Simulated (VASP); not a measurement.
# Co (Fm-3m) in VASP: notebook

Co is run at these levels: PBE; tasks: single point.

Program: VASP 6.6.1. These are calculated values, not measurements. Logs are shortened: lines on timing, memory, paths and dates and some standing lists are left out, and cuts for length are marked.

### Step 1. The cell of the first run

It takes space group Fm-3m (No. 225, cubic). The conventional cell has a = 3.566 Å, b = 3.566 Å, c = 3.566 Å, α = 90.00°, β = 90.00°, γ = 90.00°. Co (site symmetry m-3m) has 12 Co at 2.52 Å within 3.3 Å.

### Step 2. Single point, PBE, collinear spin, ferromagnetic start

The input, INCAR:

```
ALGO = Normal ; EDIFF = 1E-6
ENCUT = 600 ; GGA = PE
GGA_COMPAT = F ; ISIF = 2
ISMEAR = -1 ; ISPIN = 2
LASPH = T ; LCHARG = F
LMAXMIX = 4 ; LORBIT = 11
LREAL = F ; LWAVE = F
MAGMOM = 1.95 ; NBANDS = 14
NELM = 200 ; PREC = Accurate
SIGMA = 0.1
```

The input, KPOINTS:

```
k-points
0
Gamma
  8 8 8
```

The input, POSCAR:

```
Co
1.0
    0.0000000000      1.7829670000      1.7829670000
    1.7829670000      0.0000000000      1.7829670000
    1.7829670000      1.7829670000      0.0000000000
Co
1
Direct
    0.0000000000      0.0000000000      0.0000000000
```

Potentials or basis: VASP PAW PBE potentials, release 64 (Co).

Command:

```sh
$ cat potpaw_PBE.64/Co/POTCAR > POTCAR
$ mpirun -np 1 vasp_std > vasp.out
```

OUTCAR:

```text
EDIFF = 1E-6
   ENCUT = 600
   GGA = PE
   ISIF = 2
   ISMEAR = -1
   ISPIN = 2
   LASPH = T
   LORBIT = 11
   LREAL = F
   NELM = 200
   PREC = Accurate

 ion  position               nearest neighbor table
   1  0.000  0.000  0.000-

  LATTYP: Found a face centered cubic cell.
 ALAT       =     3.5659340000

  Lattice vectors:

 A1 = (   0.0000000000,   1.7829670000,   1.7829670000)
 A2 = (   1.7829670000,   0.0000000000,   1.7829670000)
 A3 = (   1.7829670000,   1.7829670000,   0.0000000000)

Analysis of symmetry for initial positions (statically):
=====================================================================
 Subroutine PRICEL returns:
 Original cell was already a primitive cell.

 Routine SETGRP: Setting up the symmetry group for a
 face centered cubic supercell.

 Subroutine GETGRP returns: Found 48 space group operations
 (whereof 48 operations were pure point group operations)
 out of a pool of 48 trial point group operations.

The static configuration has the point symmetry O_h .

Analysis of symmetry for dynamics (positions and initial velocities):
=====================================================================
 Subroutine PRICEL returns:
 Original cell was already a primitive cell.

 Routine SETGRP: Setting up the symmetry group for a
 face centered cubic supercell.

 Subroutine GETGRP returns: Found 48 space group operations
 (whereof 48 operations were pure point group operations)
 out of a pool of 48 trial point group operations.

The dynamic configuration has the point symmetry O_h .

Analysis of structural, dynamic, and magnetic symmetry:
=====================================================================
 Subroutine PRICEL returns:
 Original cell was already a primitive cell.

 Routine SETGRP: Setting up the symmetry group for a
 face centered cubic supercell.

 Subroutine GETGRP returns: Found 48 space group operations
 (whereof 48 operations were pure point group operations)
 out of a pool of 48 trial point group operations.

The overall configuration has the point symmetry O_h .

 Subroutine INISYM returns: Found 48 space group operations
 (whereof 48 operations are pure point group operations),
 and found     1 'primitive' translations

----------------------------------------------------------------------------------------

                                     Primitive cell

  volume of cell :      11.3360

  direct lattice vectors                    reciprocal lattice vectors
[... 122 lines left out ...]
 number of electron       9.0000006 magnetization       1.6959646

 Free energy of the ion-electron system (eV)
  ---------------------------------------------------
  ext. energy  EPLUGINS =         0.00000000
  ---------------------------------------------------
  free energy    TOTEN  =        -7.03527507 eV

  energy without entropy =       -6.99504729  energy(sigma->0) =       -7.01516118

 E-fermi :   9.7330     XC(G=0): -13.1494

 val. band max:        9.6891966550   @ k =   0.5000   0.2500   0.0000
 cond. band min:       9.7410692582   @ k =  -0.1250   0.1250   0.0000
 fundamental gap:      0.0518726032
 Fermi energy:         9.7330220490

 spin component 1

 k-point     1 :       0.0000    0.0000    0.0000
  band No.  band energies     occupation
      1       0.9762      1.00000
      2       7.0754      1.00000
      3       7.0754      1.00000
      4       7.0754      1.00000
      5       8.0124      1.00000
      6       8.0124      1.00000
      7      32.4031      0.00000
      8      36.4128      0.00000
      9      36.4128      0.00000
     10      36.4128      0.00000
     11      39.4344      0.00000
     12      39.4344      0.00000
     13      39.4344      0.00000
     14      42.1398      0.00000
[... 379 lines left out ...]
      3       7.0466      1.00000
      4       7.5451      1.00000
      5       8.8192      0.99989
      6      13.0209      0.00000
      7      15.8641      0.00000
      8      25.3124      0.00000
      9      26.3233      0.00000
     10      34.6715      0.00000
     11      38.6988      0.00000
     12      45.6184      0.00000
     13      45.7605      0.00000
     14      48.2379      0.00000

 [... further k-points ...]

 spin component 2

 k-point     1 :       0.0000    0.0000    0.0000
  band No.  band energies     occupation
      1       1.0055      1.00000
      2       8.6838      0.99997
      3       8.6838      0.99997
      4       8.6838      0.99997
      5      10.0809      0.02992
      6      10.0809      0.02992
      7      32.0916      0.00000
      8      36.5995      0.00000
      9      36.5995      0.00000
     10      36.5995      0.00000
     11      39.7454      0.00000
     12      39.7454      0.00000
     13      39.7454      0.00000
     14      41.7602      0.00000
[... 379 lines left out ...]
      3       8.3261      1.00000
      4       9.4046      0.96389
      5      10.7204      0.00005
      6      13.8580      0.00000
      7      16.7210      0.00000
      8      25.6440      0.00000
      9      26.7350      0.00000
     10      34.7650      0.00000
     11      38.9369      0.00000
     12      45.6826      0.00000
     13      48.5073      0.00000
     14      48.8175      0.00000

 [... further k-points ...]

------------------------ aborting loop because EDIFF is reached ----------------------------------------

  FORCE on cell =-STRESS in cart. coord.  units (eV):
  Direction    XX          YY          ZZ          XY          YZ          ZX
  --------------------------------------------------------------------------------------
  -------------------------------------------------------------------------------------
  Total       -0.5250595     -0.5250595     -0.5250595      0.0000000      0.0000000      0.0000000
  in kB      -74.2094525    -74.2094525    -74.2094525      0.0000000      0.0000000      0.0000000
  external PRESSURE =     -74.2094525 kB  Pullay stress =       0.0000000 kB

 VOLUME and BASIS-vectors are now :
 -----------------------------------------------------------------------------
  energy-cutoff  :      600.00
  volume of cell :       11.34
      direct lattice vectors                 reciprocal lattice vectors
     0.000000000  1.782967000  1.782967000    -0.280431438  0.280431438  0.280431438
     1.782967000  0.000000000  1.782967000     0.280431438 -0.280431438  0.280431438
     1.782967000  1.782967000  0.000000000     0.280431438  0.280431438 -0.280431438

 POSITION                                       TOTAL-FORCE (eV/Angst)
 -----------------------------------------------------------------------------------
      0.00000      0.00000      0.00000        -0.000000      0.000000      0.000000
 -----------------------------------------------------------------------------------
    total drift:                                0.000000      0.000000      0.000000

  FREE ENERGIE OF THE ION-ELECTRON SYSTEM (eV)
  ---------------------------------------------------
  free  energy   TOTEN  =        -7.0352750671 eV

  energy  without entropy=       -6.9950472901  energy(sigma->0) =       -7.01516118

 total charge

# of ion       s       p       d       tot
------------------------------------------
    1        0.473   0.489   7.227   8.189

 magnetization (x)

# of ion       s       p       d       tot
------------------------------------------
    1       -0.010  -0.044   1.772   1.718
```

OSZICAR:

```text
N       E                     dE             d eps       ncg     rms          rms(c)
DAV:   1     0.304666672957E+02    0.30467E+02   -0.40830E+03  1688   0.843E+02
DAV:   2    -0.660430429982E+01   -0.37071E+02   -0.34536E+02  1780   0.157E+02
DAV:   3    -0.806997672286E+01   -0.14657E+01   -0.14491E+01  2022   0.314E+01
DAV:   4    -0.808015725277E+01   -0.10181E-01   -0.10179E-01  2012   0.253E+00
DAV:   5    -0.808031851470E+01   -0.16126E-03   -0.16125E-03  2172   0.295E-01    0.101E+01
DAV:   6    -0.727481745103E+01    0.80550E+00   -0.13468E+01  2214   0.408E+01    0.527E+00
DAV:   7    -0.705233926822E+01    0.22248E+00   -0.17005E+00  1992   0.134E+01    0.260E+00
DAV:   8    -0.704243364923E+01    0.99056E-02   -0.15421E-02  2088   0.819E-01    0.122E+00
DAV:   9    -0.703563105871E+01    0.68026E-02   -0.72327E-03  2426   0.605E-01    0.295E-01
DAV:  10    -0.703523114647E+01    0.39991E-03   -0.16630E-03  2266   0.250E-01    0.103E-01
DAV:  11    -0.703527134005E+01   -0.40194E-04   -0.39643E-05  2000   0.419E-02    0.471E-02
DAV:  12    -0.703527349256E+01   -0.21525E-05   -0.29448E-06  2050   0.121E-02    0.174E-02
DAV:  13    -0.703527510492E+01   -0.16124E-05   -0.18966E-06  1448   0.968E-03    0.135E-03
DAV:  14    -0.703527506710E+01    0.37823E-07   -0.46578E-08  1064   0.172E-03
   1 F= -.70352751E+01 E0= -.70151612E+01  d E =-.402278E-01  mag=     1.6959
```

Run time: 27 s. Hardware: 1 thread of Intel Xeon 8259CL, shared host; peak memory 0.14 GiB.

Results:

| Property | Result |
| --- | --- |
| Free energy | -7.0353 eV |
| Pressure | -7.4 GPa |
| Net moment | 1.70 μB per cell |
| Site moments | Co +1.72 μB |
| Valence electrons inside the program's atomic spheres | Co 8.19 |

Caveat: the k points lie up to 0.38 Å⁻¹ apart.

### Step 3. Single point, PBE, collinear spin, ferromagnetic start

The input, INCAR:

```
SYSTEM = Co
  PREC = Accurate
  ENCUT = 600
  EDIFF = 1E-6
  ISMEAR = -1
  SIGMA = 0.1
  LREAL = .False.
  LASPH = .True.
  NELM = 200
  ALGO = Normal
  ISIF = 2
  LWAVE = .False.
  LCHARG = .False.
  ISPIN = 2
  MAGMOM = 1.95
  LORBIT = 11
  LMAXMIX = 4
  GGA = PE
  NBANDS = 14
  GGA_COMPAT = .False.
```

The input, KPOINTS:

```
regular mesh
0
Gamma
  8 8 8
  0 0 0
```

POSCAR is that of step 2.

Potentials or basis: VASP PAW PBE potentials, release 64 (Co).

Command:

```sh
$ cat potpaw_PBE.64/Co/POTCAR > POTCAR
$ mpirun -np 1 vasp_std > vasp.out
```

OUTCAR:

```text
SYSTEM = Co
   PREC = Accurate
   ENCUT = 600
   EDIFF = 1E-6
   ISMEAR = -1
   LREAL = .False.
   LASPH = .True.
   NELM = 200
   ISIF = 2
   ISPIN = 2
   LORBIT = 11
   GGA = PE

 ion  position               nearest neighbor table
   1  0.000  0.000  0.000-

  LATTYP: Found a face centered cubic cell.
 ALAT       =     3.5659340000

  Lattice vectors:

 A1 = (   0.0000000000,   1.7829670000,   1.7829670000)
 A2 = (   1.7829670000,   0.0000000000,   1.7829670000)
 A3 = (   1.7829670000,   1.7829670000,   0.0000000000)

Analysis of symmetry for initial positions (statically):
=====================================================================
 Subroutine PRICEL returns:
 Original cell was already a primitive cell.

 Routine SETGRP: Setting up the symmetry group for a
 face centered cubic supercell.

 Subroutine GETGRP returns: Found 48 space group operations
 (whereof 48 operations were pure point group operations)
 out of a pool of 48 trial point group operations.

The static configuration has the point symmetry O_h .

Analysis of symmetry for dynamics (positions and initial velocities):
=====================================================================
 Subroutine PRICEL returns:
 Original cell was already a primitive cell.

 Routine SETGRP: Setting up the symmetry group for a
 face centered cubic supercell.

 Subroutine GETGRP returns: Found 48 space group operations
 (whereof 48 operations were pure point group operations)
 out of a pool of 48 trial point group operations.

The dynamic configuration has the point symmetry O_h .

Analysis of structural, dynamic, and magnetic symmetry:
=====================================================================
 Subroutine PRICEL returns:
 Original cell was already a primitive cell.

 Routine SETGRP: Setting up the symmetry group for a
 face centered cubic supercell.

 Subroutine GETGRP returns: Found 48 space group operations
 (whereof 48 operations were pure point group operations)
 out of a pool of 48 trial point group operations.
[... 160 lines left out ...]
      4       7.0754      1.00000
      5       8.0124      1.00000
      6       8.0124      1.00000
      7      32.4031      0.00000
      8      36.4128      0.00000
      9      36.4128      0.00000
     10      36.4128      0.00000
     11      39.4344      0.00000
     12      39.4344      0.00000
     13      39.4344      0.00000
     14      42.1398      0.00000
[... 379 lines left out ...]
      3       7.0466      1.00000
      4       7.5451      1.00000
      5       8.8192      0.99989
      6      13.0209      0.00000
      7      15.8641      0.00000
      8      25.3124      0.00000
      9      26.3233      0.00000
     10      34.6715      0.00000
     11      38.6988      0.00000
     12      45.6184      0.00000
     13      45.7605      0.00000
     14      48.2379      0.00000

 [... further k-points ...]

 spin component 2

 k-point     1 :       0.0000    0.0000    0.0000
  band No.  band energies     occupation
      1       1.0055      1.00000
      2       8.6838      0.99997
      3       8.6838      0.99997
      4       8.6838      0.99997
      5      10.0809      0.02992
      6      10.0809      0.02992
      7      32.0916      0.00000
      8      36.5995      0.00000
      9      36.5995      0.00000
     10      36.5995      0.00000
     11      39.7454      0.00000
     12      39.7454      0.00000
     13      39.7454      0.00000
     14      41.7602      0.00000
[... 379 lines left out ...]
      3       8.3261      1.00000
      4       9.4046      0.96389
      5      10.7204      0.00005
      6      13.8580      0.00000
      7      16.7210      0.00000
      8      25.6440      0.00000
      9      26.7350      0.00000
     10      34.7650      0.00000
     11      38.9369      0.00000
     12      45.6826      0.00000
     13      48.5073      0.00000
     14      48.8175      0.00000

 [... further k-points ...]

------------------------ aborting loop because EDIFF is reached ----------------------------------------

  FORCE on cell =-STRESS in cart. coord.  units (eV):
  Direction    XX          YY          ZZ          XY          YZ          ZX
  --------------------------------------------------------------------------------------
  -------------------------------------------------------------------------------------
  Total       -0.5250595     -0.5250595     -0.5250595      0.0000000      0.0000000      0.0000000
  in kB      -74.2094525    -74.2094525    -74.2094525      0.0000000      0.0000000      0.0000000
  external PRESSURE =     -74.2094525 kB  Pullay stress =       0.0000000 kB

 VOLUME and BASIS-vectors are now :
 -----------------------------------------------------------------------------
  energy-cutoff  :      600.00
  volume of cell :       11.34
      direct lattice vectors                 reciprocal lattice vectors
     0.000000000  1.782967000  1.782967000    -0.280431438  0.280431438  0.280431438
     1.782967000  0.000000000  1.782967000     0.280431438 -0.280431438  0.280431438
     1.782967000  1.782967000  0.000000000     0.280431438  0.280431438 -0.280431438

 POSITION                                       TOTAL-FORCE (eV/Angst)
 -----------------------------------------------------------------------------------
      0.00000      0.00000      0.00000        -0.000000      0.000000      0.000000
 -----------------------------------------------------------------------------------
    total drift:                                0.000000      0.000000      0.000000

  FREE ENERGIE OF THE ION-ELECTRON SYSTEM (eV)
  ---------------------------------------------------
  free  energy   TOTEN  =        -7.0352750671 eV

  energy  without entropy=       -6.9950472901  energy(sigma->0) =       -7.01516118

 total charge

# of ion       s       p       d       tot
------------------------------------------
    1        0.473   0.489   7.227   8.189

 magnetization (x)

# of ion       s       p       d       tot
------------------------------------------
    1       -0.010  -0.044   1.772   1.718
```

OSZICAR:

```text
N       E                     dE             d eps       ncg     rms          rms(c)
DAV:   1     0.304666672957E+02    0.30467E+02   -0.40830E+03  1688   0.843E+02
DAV:   2    -0.660430429982E+01   -0.37071E+02   -0.34536E+02  1780   0.157E+02
DAV:   3    -0.806997672286E+01   -0.14657E+01   -0.14491E+01  2022   0.314E+01
DAV:   4    -0.808015725277E+01   -0.10181E-01   -0.10179E-01  2012   0.253E+00
DAV:   5    -0.808031851470E+01   -0.16126E-03   -0.16125E-03  2172   0.295E-01    0.101E+01
DAV:   6    -0.727481745103E+01    0.80550E+00   -0.13468E+01  2214   0.408E+01    0.527E+00
DAV:   7    -0.705233926822E+01    0.22248E+00   -0.17005E+00  1992   0.134E+01    0.260E+00
DAV:   8    -0.704243364923E+01    0.99056E-02   -0.15421E-02  2088   0.819E-01    0.122E+00
DAV:   9    -0.703563105871E+01    0.68026E-02   -0.72327E-03  2426   0.605E-01    0.295E-01
DAV:  10    -0.703523114647E+01    0.39991E-03   -0.16630E-03  2266   0.250E-01    0.103E-01
DAV:  11    -0.703527134005E+01   -0.40194E-04   -0.39643E-05  2000   0.419E-02    0.471E-02
DAV:  12    -0.703527349256E+01   -0.21525E-05   -0.29448E-06  2050   0.121E-02    0.174E-02
DAV:  13    -0.703527510492E+01   -0.16124E-05   -0.18966E-06  1448   0.968E-03    0.135E-03
DAV:  14    -0.703527506710E+01    0.37823E-07   -0.46578E-08  1064   0.172E-03
   1 F= -.70352751E+01 E0= -.70151612E+01  d E =-.402278E-01  mag=     1.6959
```

Wall time 26 s (1 thread of Intel Xeon 8259CL, shared host); peak memory 0.13 GiB.

What came out:

* Free energy: -7.0353 eV
* Pressure: -7.4 GPa
* Net moment: 1.70 μB per cell
* Site moments: Co +1.72 μB
* Valence electrons inside the program's atomic spheres: Co 8.19

Caveat: the k points lie up to 0.38 Å⁻¹ apart.
